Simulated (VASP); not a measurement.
# Cd in VASP: single point with r2SCAN

Aim: the single point of Cd with r2SCAN.

Program: VASP 6.6.1. These are calculated values, not measurements. Logs are shortened: lines on timing, memory, paths and dates and some standing lists are left out, and cuts for length are marked.

**1. The cell of the first run**

The cell holds a slab with vacuum, 4 atoms: a = 3.074 Å, b = 3.074 Å, c = 19.813 Å, α = 90.00°, β = 90.00°, γ = 63.09°.

**2. Single point, r2SCAN**

POSCAR

```
Cd
1.0
    3.0735461292      0.0000000000      0.0000000000
    1.3909569384      2.7407890477      0.0000000000
    0.0000000000      0.0000000000     19.8131132067
Cd
4
Direct
    0.0000000000      0.0000000000      0.3028297440
    0.3115591857      0.3115591857      0.4342765813
    0.6231183713      0.6231183713      0.5657234187
    0.9346775570      0.9346775570      0.6971702560
```

INCAR.step1

```
PREC = Accurate
ENCUT = 440
ISMEAR = 0
SIGMA = 0.05
LREAL = False
LASPH = True
NELM = 120
LDIPOL = True
IDIPOL = 3
DIPOL = 0.5 0.5 0.500
NBANDS = 32
GGA = PE
ALGO = Normal
EDIFF = 1E-5
LWAVE = True
LCHARG = False
GGA_COMPAT = False
NELMDL = -8
```

INCAR.step2

```
PREC = Accurate
ENCUT = 440
EDIFF = 1E-6
ISMEAR = 0
SIGMA = 0.05
LREAL = False
LASPH = True
NELM = 120
ALGO = Normal
ISIF = 2
LWAVE = False
LCHARG = False
LDIPOL = True
IDIPOL = 3
DIPOL = 0.5 0.5 0.500
METAGGA = R2SCAN
LMIXTAU = True
NBANDS = 32
ISTART = 1
GGA_COMPAT = False
```

KPOINTS

```
Automatic mesh
0
Gamma
  6 6 1
```

Potentials or basis: VASP PAW PBE potentials, release 64 (Cd).

Launch:

```
$ cat potpaw_PBE.64/Cd/POTCAR > POTCAR
$ cp INCAR.step1 INCAR
$ mpirun -np 1 vasp_std > vasp.out
$ cp INCAR.step2 INCAR
$ mpirun -np 1 vasp_std > vasp.out
```

OUTCAR:

```text
PREC = Accurate
   ENCUT = 440
   EDIFF = 1E-6
   ISMEAR = 0
   LREAL = False
   LASPH = True
   NELM = 120
   ISIF = 2
   METAGGA = R2SCAN
   ISTART = 1

 ion  position               nearest neighbor table
   1  0.000  0.000  0.303-   2 3.07   2 3.22   2 3.22
   2  0.312  0.312  0.434-   1 3.07   3 3.07   1 3.22   1 3.22   3 3.22   3 3.22
   3  0.623  0.623  0.566-   4 3.07   2 3.07   4 3.22   4 3.22   2 3.22   2 3.22
   4  0.935  0.935  0.697-   3 3.07   3 3.22   3 3.22

  LATTYP: Found a base centered orthorhombic cell.
 ALAT       =     3.2160583000
 B/A-ratio  =     1.6289115981
 C/A-ratio  =     6.1606822260

  Lattice vectors:

 A1 = (  -1.3909569384,  -2.7407890477,   0.0000000000)
 A2 = (   3.0735461292,   0.0000000000,   0.0000000000)
 A3 = (   0.0000000000,   0.0000000000,  19.8131132067)

Analysis of symmetry for initial positions (statically):
=====================================================================
 Subroutine PRICEL returns:
 Original cell was already a primitive cell.

 Routine SETGRP: Setting up the symmetry group for a
 base centered orthorhombic supercell.

 Subroutine GETGRP returns: Found  4 space group operations
 (whereof  2 operations were pure point group operations)
 out of a pool of  8 trial point group operations.

The static configuration has the point symmetry C_1h.
 The point group associated with its full space group is C_2h.

Analysis of symmetry for dynamics (positions and initial velocities):
=====================================================================
 Subroutine PRICEL returns:
 Original cell was already a primitive cell.

 Routine SETGRP: Setting up the symmetry group for a
 base centered orthorhombic supercell.

 Subroutine GETGRP returns: Found  4 space group operations
 (whereof  2 operations were pure point group operations)
 out of a pool of  8 trial point group operations.

The dynamic configuration has the point symmetry C_1h.
 The point group associated with its full space group is C_2h.

 Subroutine INISYM returns: Found  4 space group operations
 (whereof  2 operations are pure point group operations),
 and found     1 'primitive' translations

----------------------------------------------------------------------------------------

                                     Primitive cell

  volume of cell :     166.9045

  direct lattice vectors                    reciprocal lattice vectors
     3.073546129  0.000000000  0.000000000     0.325357082 -0.165119490  0.000000000
     1.390956938  2.740789048  0.000000000     0.000000000  0.364858434  0.000000000
     0.000000000  0.000000000 19.813113207     0.000000000  0.000000000  0.050471624

  length of vectors
     3.073546129  3.073546129 19.813113207     0.364858434  0.364858434  0.050471624

  position of ions in fractional coordinates (direct lattice)
     0.000000000  0.000000000  0.302829744
     0.311559186  0.311559186  0.434276581
     0.623118371  0.623118371  0.565723419
     0.934677557  0.934677557  0.697170256

  ion indices of the primitive-cell ions
   primitive index   ion index
                 1           1
                 2           2
                 3           3
                 4           4

----------------------------------------------------------------------------------------

 KPOINTS: Automatic mesh

Automatic generation of k-mesh.
 Grid dimensions read from file:
 generate k-points for:    6    6    1

 Generating k-lattice:

  Cartesian coordinates                     Fractional coordinates (reciprocal lattice)
     0.054226180 -0.027519915  0.000000000     0.166666667  0.000000000  0.000000000
     0.000000000  0.060809739  0.000000000     0.000000000  0.166666667  0.000000000
     0.000000000  0.000000000  0.050471624     0.000000000  0.000000000  1.000000000

  Length of vectors
     0.060809739  0.060809739  0.050471624

  Shift w.r.t. Gamma in fractional coordinates (k-lattice)
     0.000000000  0.000000000  0.000000000

 Subroutine IBZKPT returns following result:
 ===========================================

 Found     13 irreducible k-points:

 Following reciprocal coordinates:
            Coordinates               Weight
  0.000000  0.000000  0.000000      1.000000
  0.166667  0.000000  0.000000      4.000000
  0.333333  0.000000  0.000000      4.000000
  0.500000  0.000000  0.000000      2.000000
  0.166667  0.166667  0.000000      2.000000
  0.333333  0.166667  0.000000      4.000000
  0.500000  0.166667  0.000000      4.000000
 -0.333333  0.166667  0.000000      4.000000
 -0.166667  0.166667  0.000000      2.000000
  0.333333  0.333333  0.000000      2.000000
  0.500000  0.333333  0.000000      4.000000
 -0.333333  0.333333  0.000000      2.000000
  0.500000  0.500000  0.000000      1.000000
   k-points           NKPTS =     13   k-points in BZ     NKDIM =     13   number of bands    NBANDS=     32
   number of dos      NEDOS =    301   number of ions     NIONS =      4
   total plane-waves  NPLWV =  80640
   dimension x,y,z NGX =    24 NGY =   24 NGZ =  140
   dimension x,y,z NGXF=    48 NGYF=   48 NGZF=  280
   ions per type =               4
   NGX,Y,Z   is equivalent  to a cutoff of  12.98, 12.98, 11.75 a.u.
   NGXF,Y,Z  is equivalent  to a cutoff of  25.96, 25.96, 23.49 a.u.
 SYSTEM =  unknown system
   PREC   = accura    normal or accurate (medium, high low for compatibility)
   ISTART =      1    job   : 0-new  1-cont  2-samecut
   ICHARG =      0    charge: 1-file 2-atom 10-const
   ISPIN  =      1    spin polarized calculation?
   LNONCOLLINEAR =      F non collinear calculations
   LSORBIT =      F    spin-orbit coupling
   LASPH  =      T    aspherical Exc in radial PAW
   ENCUT  =  440.0 eV  32.34 Ry    5.69 a.u.   5.26  5.26 33.89*2*pi/ulx,y,z
   NELM   =    120;   NELMIN=  2; NELMDL=  0     # of ELM steps
   EDIFF  = 0.1E-05   stopping-criterion for ELM
   LREAL  =      F    real-space projection
   EDIFFG = 0.1E-04   stopping-criterion for IOM
   NSW    =      0    number of steps for IOM
   IBRION =     -1    ionic relax: 0-MD 1-quasi-New 2-CG
   NFREE  =      0    steps in history (QN), initial steepest desc. (CG)
   ISIF   =      2    stress and relaxation
   ISYM   =      2    0-nonsym 1-usesym 2-fastsym
   POTIM  = 0.5000    time-step for ionic-motion
   TEBEG  =    0.0;   TEEND  =   0.0 temperature during run
   PSTRESS=    0.0 pullay stress
   NELECT =      48.0000    total number of electrons
   NUPDOWN=      -1.0000    fix difference up-down
   EMIN   =  10.00;   EMAX   =-10.00  energy-range for DOS
   EFERMI =   0.00;   METHOD = LEGACY
   ISMEAR =     0;   SIGMA  =   0.05  broadening in eV -4-tet -1-fermi 0-gaus
   EFERMI_NEDOS =   21; number of points for ismear=-14 and -15
   IALGO  =     38    algorithm
   IMIX   =      4    mixing-type and parameters
     AMIX     =   0.40;   BMIX     =  1.00
     AMIX_MAG =   1.60;   BMIX_MAG =  1.00
  volume/ion in A,a.u.               =      41.73       281.58
  Fermi-wavevector in a.u.,A,eV,Ry     =   1.080602  2.042042 15.887541  1.167701
  Thomas-Fermi vector in A             =   2.216597
   LORBIT       =      0    0 simple, 1 ext, 2 COOP (PROOUT), +10 PAW based schemes
   METAGGA = R2SCAN    functional components
   LHFCALC =     F    Hartree Fock is set to
   AEXX    =    0.0000 exact exchange contribution
   IVDW    =     0    specifies the selected vdW correction
   LEPSILON=     F    determine dielectric tensor
   LRPA    =     F    only Hartree local field effects (RPA)
 non-spin polarized calculation
 Gauss-broadening in eV      SIGMA  =   0.05
  energy-cutoff  :      440.00
  volume of cell :      166.90
 maximum number of plane-waves:      3551
 NGX is ok and might be reduce to    24
   NGX = 11   NGY = 11   NGZ = 67

 number of electron      47.9999980 magnetization

 dipolmoment           0.000000      0.000000      0.000001 electrons x Angstroem

 Free energy of the ion-electron system (eV)
  ---------------------------------------------------
  ext. energy  EPLUGINS =         0.00000000
  ---------------------------------------------------
  free energy    TOTEN  =       -79.88677580 eV

  energy without entropy =      -79.88407768  energy(sigma->0) =      -79.88542674

 E-fermi :  -0.0876     XC(G=0):  -6.8915

 val. band max:       -0.4266384161   @ k =   0.5000   0.1667   0.0000
 cond. band min:      -0.0621905899   @ k =  -0.3333   0.1667   0.0000
 fundamental gap:      0.3644478262
 Fermi energy:        -0.0876410579

 k-point     1 :       0.0000    0.0000    0.0000
  band No.  band energies     occupation
      1     -10.4883      2.00000
      2     -10.3200      2.00000
      3     -10.1495      2.00000
      4     -10.1300      2.00000
      5     -10.1049      2.00000
      6     -10.0958      2.00000
[... 24 lines left out ...]
     31       7.9341      0.00000
     32      11.4632      0.00000

 k-point     2 :       0.1667    0.0000    0.0000
  band No.  band energies     occupation
      1     -10.3861      2.00000
      2     -10.2504      2.00000
      3     -10.1624      2.00000
      4     -10.0891      2.00000
      5     -10.0546      2.00000
      6     -10.0379      2.00000
[... 24 lines left out ...]
     31       8.0185      0.00000
     32       8.3692      0.00000

 k-point     3 :       0.3333    0.0000    0.0000
  band No.  band energies     occupation
      1     -10.5408      2.00000
      2     -10.4096      2.00000
      3     -10.3136      2.00000
      4     -10.2801      2.00000
      5     -10.2332      2.00000
      6     -10.0704      2.00000
[... 24 lines left out ...]
     31       6.0415      0.00000
     32       6.5944      0.00000

 k-point     4 :       0.5000    0.0000    0.0000
  band No.  band energies     occupation
      1     -10.6433      2.00000
      2     -10.5078      2.00000
      3     -10.4751      2.00000
      4     -10.4016      2.00000
      5     -10.3314      2.00000
      6     -10.1732      2.00000
[... 24 lines left out ...]
     31       6.0732      0.00000
     32       7.2523      0.00000

 k-point     5 :       0.1667    0.1667    0.0000
  band No.  band energies     occupation
      1     -10.2909      2.00000
      2     -10.2002      2.00000
      3     -10.0835      2.00000
      4      -9.9695      2.00000
      5      -9.9503      2.00000
      6      -9.9151      2.00000
[... 24 lines left out ...]
     31       8.5161      0.00000
     32       8.8995      0.00000

 k-point     6 :       0.3333    0.1667    0.0000
  band No.  band energies     occupation
      1     -10.2805      2.00000
      2     -10.2629      2.00000
      3     -10.1670      2.00000
      4     -10.0991      2.00000
      5     -10.0476      2.00000
      6      -9.9465      2.00000
[... 24 lines left out ...]
     31       6.2155      0.00000
     32       6.3790      0.00000

 k-point     7 :       0.5000    0.1667    0.0000
  band No.  band energies     occupation
      1     -10.4311      2.00000
      2     -10.3504      2.00000
      3     -10.3259      2.00000
      4     -10.2289      2.00000
      5     -10.1220      2.00000
      6     -10.0787      2.00000
[... 24 lines left out ...]
     31       5.2859      0.00000
     32       5.4931      0.00000

 k-point     8 :      -0.3333    0.1667    0.0000
  band No.  band energies     occupation
      1     -10.4059      2.00000
      2     -10.3330      2.00000
      3     -10.2758      2.00000
      4     -10.2116      2.00000
      5     -10.0954      2.00000
      6     -10.0678      2.00000
[... 24 lines left out ...]
     31       5.1310      0.00000
     32       5.2138      0.00000

 k-point     9 :      -0.1667    0.1667    0.0000
  band No.  band energies     occupation
      1     -10.2615      2.00000
      2     -10.2581      2.00000
      3     -10.1751      2.00000
      4     -10.1510      2.00000
      5     -10.0368      2.00000
      6      -9.9911      2.00000
[... 24 lines left out ...]
     31       6.1160      0.00000
     32       6.1460      0.00000

 k-point    10 :       0.3333    0.3333    0.0000
  band No.  band energies     occupation
      1     -10.4655      2.00000
      2     -10.3460      2.00000
      3     -10.2916      2.00000
      4     -10.2137      2.00000
      5     -10.1397      2.00000
      6     -10.0191      2.00000
[... 24 lines left out ...]
     31       6.8805      0.00000
     32       6.9915      0.00000

 k-point    11 :       0.5000    0.3333    0.0000
  band No.  band energies     occupation
      1     -10.4635      2.00000
      2     -10.3285      2.00000
      3     -10.3040      2.00000
      4     -10.1947      2.00000
      5     -10.1189      2.00000
      6     -10.0744      2.00000
[... 24 lines left out ...]
     31       4.7845      0.00000
     32       5.6666      0.00000

 k-point    12 :      -0.3333    0.3333    0.0000
  band No.  band energies     occupation
      1     -10.3194      2.00000
      2     -10.2356      2.00000
      3     -10.2187      2.00000
      4     -10.0392      2.00000
      5     -10.0289      2.00000
      6      -9.9834      2.00000
[... 24 lines left out ...]
     31       3.8710      0.00000
     32       4.0863      0.00000

 k-point    13 :       0.5000    0.5000    0.0000
  band No.  band energies     occupation
      1     -10.5963      2.00000
      2     -10.5034      2.00000
      3     -10.4583      2.00000
      4     -10.3539      2.00000
      5     -10.2717      2.00000
      6     -10.1830      2.00000
[... 24 lines left out ...]
     31       6.3160      0.00000
     32       6.3539      0.00000

------------------------ aborting loop because EDIFF is reached ----------------------------------------

 vacuum level on the upper side and lower side of the slab       (xc-potential included)        -0.063        -0.050

  FORCE on cell =-STRESS in cart. coord.  units (eV):
  Direction    XX          YY          ZZ          XY          YZ          ZX
  --------------------------------------------------------------------------------------
  -------------------------------------------------------------------------------------
  Total       -2.4359401     -1.3703693     -0.0920665     -1.0498186     -0.0730740     -0.1190315
  in kB      -23.3834791    -13.1546756     -0.8837795    -10.0775918     -0.7014641     -1.1426268
  external PRESSURE =     -12.4739781 kB  Pullay stress =       0.0000000 kB

 VOLUME and BASIS-vectors are now :
 -----------------------------------------------------------------------------
  energy-cutoff  :      440.00
  volume of cell :      166.90
      direct lattice vectors                 reciprocal lattice vectors
     3.073546129  0.000000000  0.000000000     0.325357082 -0.165119490  0.000000000
     1.390956938  2.740789048  0.000000000     0.000000000  0.364858434  0.000000000
     0.000000000  0.000000000 19.813113207     0.000000000  0.000000000  0.050471624

 POSITION                                       TOTAL-FORCE (eV/Angst)
 -----------------------------------------------------------------------------------
      0.00000      0.00000      6.00000         0.007189      0.004414     -0.088850
      1.39096      0.85392      8.60437         0.025102      0.015410      0.214768
      2.78191      1.70784     11.20874        -0.025102     -0.015410     -0.214768
      4.17287      2.56175     13.81311        -0.007189     -0.004414      0.088850
 -----------------------------------------------------------------------------------
    total drift:                                0.000050      0.000031      0.000101

  FREE ENERGIE OF THE ION-ELECTRON SYSTEM (eV)
  ---------------------------------------------------
  free  energy   TOTEN  =       -79.8867758000 eV

  energy  without entropy=      -79.8840776793  energy(sigma->0) =      -79.88542674

 vacuum level on the upper side and lower side of the slab         3.543         3.549
```

Wall time 4.6 min (1 thread of AMD EPYC 9R14 (Zen 4), shared host); peak memory 0.27 GiB.

Results:

```yaml
Free_energy: -79.8868 eV
Largest_force: 0.217 eV/Å
Band_gap_on_the_k_mesh: zero (bands 24 and 25 overlap by 2.12 eV)
```

Forces on the atoms (eV/Å):
```
Cd   0.007  0.004 -0.089
Cd   0.025  0.015  0.215
Cd  -0.025 -0.015 -0.215
Cd  -0.007 -0.004  0.089
```

Levels at points of the mesh, in eV from the Fermi level:
| k point | band 21 | band 22 | band 23 | band 24 | band 25 | band 26 | band 27 | band 28 |
| --- | --- | --- | --- | --- | --- | --- | --- | --- |
| (0.00, 0.00, 0.00) | -9.07 | -8.06 | -6.35 | -4.04 | -1.88 | 1.25 | 3.10 | 4.48 |
| (0.50, 0.00, 0.00) | -2.91 | -2.71 | -2.06 | -1.86 | -0.71 | 0.07 | 1.28 | 1.82 |
| (0.50, 0.50, 0.00) | -2.46 | -2.24 | -1.63 | -1.39 | 0.12 | 0.80 | 1.99 | 2.37 |

Caveat: the k points lie up to 0.38 Å⁻¹ apart, too coarse for converged energies and pressures of a metal; the PAW data sets were made with another functional, which shifts forces and pressure a little.
